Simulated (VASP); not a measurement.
# TiC (I4/mmm) in VASP: notebook, part 2 of 2

VASP 6.6.1. Earlier steps stand in the parts before.

### 3 Single point, PBEsol

This run uses another cell than the first one, of 9.95 Å³/atom, 1.021 times its volume.

INCAR reads:

```
  PREC = Accurate
  ENCUT = 520
  EDIFF = 1E-6
  ISMEAR = -1
  SIGMA = 0.05
  LREAL = F
  LASPH = T
  NELM = 100
  ALGO = Normal
  ISIF = 2
  LWAVE = F
  LCHARG = F
  GGA = PS
  NBANDS = 15
```

KPOINTS reads:

```
regular mesh
0
Gamma
  9 9 9
```

POSCAR reads:

```
TiC
1.0
    0.0000000000      2.1657188437      2.1224044668
    2.1657188437      0.0000000000      2.1224044668
    2.1657188437      2.1657188437      0.0000000000
Ti C
1 1
Direct
    0.0000000000      0.0000000000      0.0000000000
    0.5000000000      0.5000000000      0.5000000000
```

Potentials or basis: VASP PAW PBE potentials, release 64 (Ti_sv, C).

Launch:

```
> cat potpaw_PBE.64/Ti_sv/POTCAR potpaw_PBE.64/C/POTCAR > POTCAR
> mpirun -np 1 vasp_std > vasp.out
```

OUTCAR:

```text
PREC = Accurate
   ENCUT = 520
   EDIFF = 1E-6
   ISMEAR = -1
   LREAL = F
   LASPH = T
   NELM = 100
   ISIF = 2
   GGA = PS

 ion  position               nearest neighbor table
   1  0.000  0.000  0.000-   2 2.12   2 2.12   2 2.17   2 2.17   2 2.17   2 2.17
   2  0.500  0.500  0.500-   1 2.12   1 2.12   1 2.17   1 2.17   1 2.17   1 2.17

  LATTYP: Found a body centered tetragonal cell.
 ALAT       =     3.0627889610
 C/A-ratio  =     1.3859292911

  Lattice vectors:

 A1 = (   0.0000000000,  -2.1657188437,  -2.1224044668)
 A2 = (   0.0000000000,   2.1657188437,  -2.1224044668)
 A3 = (   2.1657188437,   0.0000000000,   2.1224044668)

Analysis of symmetry for initial positions (statically):
=====================================================================
 Subroutine PRICEL returns:
 Original cell was already a primitive cell.

 Routine SETGRP: Setting up the symmetry group for a
 body centered tetragonal supercell.

 Subroutine GETGRP returns: Found 16 space group operations
 (whereof 16 operations were pure point group operations)
 out of a pool of 16 trial point group operations.

The static configuration has the point symmetry D_4h.

Analysis of symmetry for dynamics (positions and initial velocities):
=====================================================================
 Subroutine PRICEL returns:
 Original cell was already a primitive cell.

 Routine SETGRP: Setting up the symmetry group for a
 body centered tetragonal supercell.

 Subroutine GETGRP returns: Found 16 space group operations
 (whereof 16 operations were pure point group operations)
 out of a pool of 16 trial point group operations.

The dynamic configuration has the point symmetry D_4h.

 Subroutine INISYM returns: Found 16 space group operations
 (whereof 16 operations are pure point group operations),
 and found     1 'primitive' translations

----------------------------------------------------------------------------------------

                                     Primitive cell

  volume of cell :      19.9096

  direct lattice vectors                    reciprocal lattice vectors
     0.000000000  2.165718844  2.122404467    -0.230870227  0.230870227  0.235581864
     2.165718844  0.000000000  2.122404467     0.230870227 -0.230870227  0.235581864
     2.165718844  2.165718844  0.000000000     0.230870227  0.230870227 -0.235581864

  length of vectors
     3.032315754  3.032315754  3.062788961     0.402617607  0.402617607  0.402617607

  position of ions in fractional coordinates (direct lattice)
     0.000000000  0.000000000  0.000000000
     0.500000000  0.500000000  0.500000000

  ion indices of the primitive-cell ions
   primitive index   ion index
                 1           1
                 2           2

----------------------------------------------------------------------------------------

 KPOINTS: regular mesh

Automatic generation of k-mesh.
 Grid dimensions read from file:
 generate k-points for:    9    9    9

 Generating k-lattice:

  Cartesian coordinates                     Fractional coordinates (reciprocal lattice)
    -0.025652247  0.025652247  0.026175763     0.111111111 -0.000000000  0.000000000
[... 39 lines left out ...]
  0.444444  0.444444  0.000000      2.000000
 [... further k-points ...]
   k-points           NKPTS =     75   k-points in BZ     NKDIM =     75   number of bands    NBANDS=     15
   number of dos      NEDOS =    301   number of ions     NIONS =      2
   total plane-waves  NPLWV =  13824
   dimension x,y,z NGX =    24 NGY =   24 NGZ =   24
   dimension x,y,z NGXF=    48 NGYF=   48 NGZF=   48
   ions per type =               1   1
   NGX,Y,Z   is equivalent  to a cutoff of  13.16, 13.16, 13.03 a.u.
   NGXF,Y,Z  is equivalent  to a cutoff of  26.32, 26.32, 26.05 a.u.
 SYSTEM =  unknown system
   PREC   = accura    normal or accurate (medium, high low for compatibility)
   ISTART =      0    job   : 0-new  1-cont  2-samecut
   ICHARG =      2    charge: 1-file 2-atom 10-const
   ISPIN  =      1    spin polarized calculation?
   LNONCOLLINEAR =      F non collinear calculations
   LSORBIT =      F    spin-orbit coupling
   LASPH  =      T    aspherical Exc in radial PAW
   ENCUT  =  520.0 eV  38.22 Ry    6.18 a.u.   5.64  5.64  5.69*2*pi/ulx,y,z
   NELM   =    100;   NELMIN=  2; NELMDL= -5     # of ELM steps
   EDIFF  = 0.1E-05   stopping-criterion for ELM
   LREAL  =      F    real-space projection
   EDIFFG = 0.1E-04   stopping-criterion for IOM
   NSW    =      0    number of steps for IOM
   IBRION =     -1    ionic relax: 0-MD 1-quasi-New 2-CG
   NFREE  =      0    steps in history (QN), initial steepest desc. (CG)
   ISIF   =      2    stress and relaxation
   ISYM   =      2    0-nonsym 1-usesym 2-fastsym
   POTIM  = 0.5000    time-step for ionic-motion
   TEBEG  =    0.0;   TEEND  =   0.0 temperature during run
   PSTRESS=    0.0 pullay stress
   NELECT =      16.0000    total number of electrons
   NUPDOWN=      -1.0000    fix difference up-down
   EMIN   =  10.00;   EMAX   =-10.00  energy-range for DOS
   EFERMI =   0.00;   METHOD = LEGACY
   ISMEAR =    -1;   SIGMA  =   0.05  broadening in eV -4-tet -1-fermi 0-gaus
   EFERMI_NEDOS =   21; number of points for ismear=-14 and -15
   IALGO  =     38    algorithm
   IMIX   =      4    mixing-type and parameters
     AMIX     =   0.40;   BMIX     =  1.00
     AMIX_MAG =   1.60;   BMIX_MAG =  1.00
  volume/ion in A,a.u.               =       9.95        67.18
  Fermi-wavevector in a.u.,A,eV,Ry     =   1.522045  2.876247 31.519527  2.316620
  Thomas-Fermi vector in A             =   2.630677
   LORBIT       =      0    0 simple, 1 ext, 2 COOP (PROOUT), +10 PAW based schemes
   GGA     = PS    functional components
   LHFCALC =     F    Hartree Fock is set to
   AEXX    =    0.0000 exact exchange contribution
   IVDW    =     0    specifies the selected vdW correction
   LEPSILON=     F    determine dielectric tensor
   LRPA    =     F    only Hartree local field effects (RPA)
 non-spin polarized calculation
  energy-cutoff  :      520.00
  volume of cell :       19.91
 maximum number of plane-waves:       547
   NGX = 11   NGY = 11   NGZ = 11

 number of electron      16.0000002 magnetization

 Free energy of the ion-electron system (eV)
  ---------------------------------------------------
  ext. energy  EPLUGINS =         0.00000000
  ---------------------------------------------------
  free energy    TOTEN  =       -19.79399420 eV

  energy without entropy =      -19.79148891  energy(sigma->0) =      -19.79274156

 E-fermi :   9.5346     XC(G=0): -12.9643

 val. band max:        9.5222258015   @ k =   0.4444   0.0000   0.4444
 cond. band min:       9.5472252907   @ k =   0.4444   0.0000   0.4444
 fundamental gap:      0.0249994893
 Fermi energy:         9.5345642711

 k-point     1 :       0.0000    0.0000    0.0000
  band No.  band energies     occupation
      1     -46.7300      2.00000
      2     -22.8543      2.00000
      3     -22.8543      2.00000
      4     -22.8289      2.00000
      5      -2.9203      2.00000
      6      10.1613      0.00001
      7      10.1613      0.00001
      8      10.3141      0.00000
      9      11.2317      0.00000
     10      11.2447      0.00000
     11      11.2447      0.00000
     12      11.3285      0.00000
     13      11.3768      0.00000
     14      20.3293      0.00000
[... 401 lines left out ...]
      2     -23.2994      2.00000
      3     -23.0445      2.00000
      4     -23.0445      2.00000
      5      -0.5740      2.00000
      6       6.0932      2.00000
      7       7.8437      2.00000
      8       9.3697      1.92873
      9       9.3697      1.92873
     10      12.3206      0.00000
     11      13.2604      0.00000
     12      13.2604      0.00000
     13      15.8890      0.00000
     14      21.5119      0.00000
     15      24.4550      0.00000

 [... further k-points ...]

------------------------ aborting loop because EDIFF is reached ----------------------------------------

  FORCE on cell =-STRESS in cart. coord.  units (eV):
  Direction    XX          YY          ZZ          XY          YZ          ZX
  --------------------------------------------------------------------------------------
  -------------------------------------------------------------------------------------
  Total       -0.5075267     -0.5075267      0.5705832      0.0000000      0.0000000      0.0000000
  in kB      -40.8420197    -40.8420197     45.9163426      0.0000000      0.0000000      0.0000000
  external PRESSURE =     -11.9225656 kB  Pullay stress =       0.0000000 kB

 VOLUME and BASIS-vectors are now :
 -----------------------------------------------------------------------------
  energy-cutoff  :      520.00
  volume of cell :       19.91
      direct lattice vectors                 reciprocal lattice vectors
     0.000000000  2.165718844  2.122404467    -0.230870227  0.230870227  0.235581864
     2.165718844  0.000000000  2.122404467     0.230870227 -0.230870227  0.235581864
     2.165718844  2.165718844  0.000000000     0.230870227  0.230870227 -0.235581864

 POSITION                                       TOTAL-FORCE (eV/Angst)
 -----------------------------------------------------------------------------------
      0.00000      0.00000      0.00000         0.000000      0.000000      0.000000
      2.16572      2.16572      2.12240        -0.000000     -0.000000     -0.000000
 -----------------------------------------------------------------------------------
    total drift:                                0.000000     -0.000000     -0.000000

  FREE ENERGIE OF THE ION-ELECTRON SYSTEM (eV)
  ---------------------------------------------------
  free  energy   TOTEN  =       -19.7939942009 eV

  energy  without entropy=      -19.7914889100  energy(sigma->0) =      -19.79274156
```

Run time: 8.5 s. Hardware: 1 thread of Intel Xeon 6975P-C (Granite Rapids), shared host; peak memory 0.15 GiB.

Results:

```yaml
Free_energy: -19.7940 eV
Pressure: -1.2 GPa
Band_gap_on_the_k_mesh: zero (band 8 reaches 10.31 eV, above the bottom of band 9 at 9.07 eV)
```

Levels at points of the mesh, in eV from the Fermi level:
```tsv
k point	band 4	band 5	band 6	band 7	band 8	band 9	band 10	band 11	band 12	band 13
(0.00, 0.00, 0.00)	-32.36	-12.45	0.63	0.63	0.78	1.70	1.71	1.71	1.79	1.84
```

Caveat: the PAW data sets were made with another functional, which shifts forces and pressure a little.

### 4 Single point, PBEsol

This run uses another cell than the first one, of 10.06 Å³/atom, 1.031 times its volume.

INCAR reads:

```
SYSTEM = TiC
PREC = Accurate
ENCUT = 520
EDIFF = 1E-6
ISMEAR = -1
SIGMA = 0.05
LREAL = .False.
LASPH = .True.
NELM = 60
ALGO = Normal
ISIF = 2
LWAVE = .False.
LCHARG = .False.
GGA = PS
NBANDS = 15
```

KPOINTS reads:

```
regular mesh
0
Gamma
  9 9 9
  0 0 0
```

POSCAR reads:

```
TiC
1.0
    0.0000000000      2.1657188437      2.1440616553
    2.1657188437      0.0000000000      2.1440616553
    2.1657188437      2.1657188437      0.0000000000
Ti C
1 1
Direct
    0.0000000000      0.0000000000      0.0000000000
    0.5000000000      0.5000000000      0.5000000000
```

Potentials or basis: VASP PAW PBE potentials, release 64 (Ti_sv, C).

Launch:

```
> cat potpaw_PBE.64/Ti_sv/POTCAR potpaw_PBE.64/C/POTCAR > POTCAR
> mpirun -np 1 vasp_std > vasp.out
```

OUTCAR:

```text
SYSTEM = TiC
   PREC = Accurate
   ENCUT = 520
   EDIFF = 1E-6
   ISMEAR = -1
   LREAL = .False.
   LASPH = .True.
   NELM = 60
   ISIF = 2
   GGA = PS

 ion  position               nearest neighbor table
   1  0.000  0.000  0.000-   2 2.14   2 2.14   2 2.17   2 2.17   2 2.17   2 2.17
   2  0.500  0.500  0.500-   1 2.14   1 2.14   1 2.17   1 2.17   1 2.17   1 2.17

  LATTYP: Found a body centered tetragonal cell.
 ALAT       =     3.0627889610
 C/A-ratio  =     1.4000714268

  Lattice vectors:

 A1 = (   0.0000000000,  -2.1657188437,  -2.1440616553)
[... 609 lines left out ...]
     11      13.0766      0.00000
     12      13.0766      0.00000
     13      15.5984      0.00000
     14      21.2848      0.00000
     15      24.2970      0.00000

 [... further k-points ...]
[... 5 lines left out ...]
  --------------------------------------------------------------------------------------
  -------------------------------------------------------------------------------------
  Total       -0.6660127     -0.6660127     -0.1577743      0.0000000      0.0000000     -0.0000000
  in kB      -53.0544330    -53.0544330    -12.5682676      0.0000000      0.0000000     -0.0000000
  external PRESSURE =     -39.5590445 kB  Pullay stress =       0.0000000 kB

 VOLUME and BASIS-vectors are now :
 -----------------------------------------------------------------------------
  energy-cutoff  :      520.00
  volume of cell :       20.11
      direct lattice vectors                 reciprocal lattice vectors
     0.000000000  2.165718844  2.144061655    -0.230870227  0.230870227  0.233202249
     2.165718844  0.000000000  2.144061655     0.230870227 -0.230870227  0.233202249
     2.165718844  2.165718844  0.000000000     0.230870227  0.230870227 -0.233202249

 POSITION                                       TOTAL-FORCE (eV/Angst)
 -----------------------------------------------------------------------------------
      0.00000      0.00000      0.00000         0.000000      0.000000      0.000000
      2.16572      2.16572      2.14406         0.000000      0.000000     -0.000000
 -----------------------------------------------------------------------------------
    total drift:                                0.000000     -0.000000     -0.000000

  FREE ENERGIE OF THE ION-ELECTRON SYSTEM (eV)
  ---------------------------------------------------
  free  energy   TOTEN  =       -19.7961461923 eV

  energy  without entropy=      -19.7935074152  energy(sigma->0) =      -19.79482680
```

OSZICAR:

```text
N       E                     dE             d eps       ncg     rms          rms(c)
DAV:   1     0.117967593172E+03    0.11797E+03   -0.79121E+03  2265   0.128E+03
DAV:   2    -0.177589197318E+02   -0.13573E+03   -0.12702E+03  2460   0.337E+02
DAV:   3    -0.249654900817E+02   -0.72066E+01   -0.70999E+01  2892   0.766E+01
DAV:   4    -0.251926600562E+02   -0.22717E+00   -0.22692E+00  2893   0.125E+01
DAV:   5    -0.251978709585E+02   -0.52109E-02   -0.52101E-02  2845   0.172E+00    0.186E+01
DAV:   6    -0.203655336433E+02    0.48323E+01   -0.11098E+01  3217   0.560E+01    0.664E+00
DAV:   7    -0.198388774483E+02    0.52666E+00   -0.19531E+00  2598   0.196E+01    0.505E+00
DAV:   8    -0.198055518295E+02    0.33326E-01   -0.11149E-01  2481   0.384E+00    0.305E+00
DAV:   9    -0.198008890670E+02    0.46628E-02   -0.88254E-02  2908   0.375E+00    0.885E-01
DAV:  10    -0.197981088917E+02    0.27802E-02   -0.10855E-02  3015   0.153E+00    0.650E-01
DAV:  11    -0.197961898595E+02    0.19190E-02   -0.35261E-03  2677   0.813E-01    0.109E-01
DAV:  12    -0.197961566273E+02    0.33232E-04   -0.28853E-04  2565   0.168E-01    0.494E-02
DAV:  13    -0.197961460435E+02    0.10584E-04   -0.24398E-05  2880   0.391E-02    0.494E-03
DAV:  14    -0.197961461923E+02   -0.14883E-06   -0.53033E-07  1952   0.675E-03
   1 F= -.19796146E+02 E0= -.19794827E+02  d E =-.263878E-02
```

Run time: 8.6 s. Hardware: 1 thread of Intel Xeon 6975P-C (Granite Rapids), shared host; peak memory 0.15 GiB.

What came out:

| Quantity | Value |
| --- | --- |
| Free energy | -19.7961 eV |
| Pressure | -4.0 GPa |
| Band gap on the k mesh | zero (band 8 reaches 10.14 eV, above the bottom of band 9 at 8.98 eV) |

Caveat: the PAW data sets were made with another functional, which shifts forces and pressure a little.

### 5 Overview

```csv
cell,gap on the mesh (eV),pressure (GPa)
"a = 3.002, b = 3.002, c = 3.063 Å, angles 59.3, 59.3, 61.3°, 2 atoms",none,5.0
"a = 3.032, b = 3.032, c = 3.063 Å, angles 59.7, 59.7, 60.7°, 2 atoms",none,-1.2
"a = 3.048, b = 3.048, c = 3.063 Å, angles 59.8, 59.8, 60.3°, 2 atoms",none,-4.0
```

Alike in all rows: task single point; level PBEsol; potentials or basis VASP PAW PBE potentials, release 64 (Ti_sv, C); no spin polarisation; k mesh 9 × 9 × 9; cutoff (eV) 520; smearing fermi-dirac 0.05 eV.

Caveats: the PAW data sets were made with another functional, which shifts forces and pressure a little.

Total energies depend on the potentials used, so only differences within one code and one set of settings carry meaning.
